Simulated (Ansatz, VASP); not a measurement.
One calculation of Bi, two programs

```
CELL_PARAMETERS angstrom
4.53900 0.00000 0.00000
-2.26950 3.75400 0.00000
0.00000 0.00000 11.82900
ATOMIC_POSITIONS crystal
Bi 0.33333 0.66667 0.25000
Bi 0.66667 0.33333 0.75000
```

Change from the starting cell: strain -0.0450 x Voigt [0, 1, 0, 0, 0, 0], atoms carried along.

Alike in both runs: task single point; functional PBEsol; k mesh 12 × 12 × 4; occupations gaussian, width 0.15 eV; no spin polarisation.

```csv
,VASP,Ansatz
version,VASP 6.6.1,Ansatz 0.2.0
potentials or method,"VASP PAW PBE potentials, release 64 (Bi_d), cutoff 520 eV","scalar-relativistic, plane waves, PAW"
valence electrons in the cell,30,30
```

```tsv
	VASP	Ansatz	Ansatz less VASP
gap on the k mesh at the Fermi level (eV)	none	none	-
pressure (GPa)	-3.8	-3.8	+0.01
traceless stress, the component that is largest in VASP (GPa)	3.42	3.42	0.000
```

VASP's potentials were made for PBE, not for PBEsol. A gap of «none» marks a metal or a gap that the smearing closes. The functional is the same, so the differences come from potentials, cutoffs and numerics.

Spin-orbit coupling is off throughout.
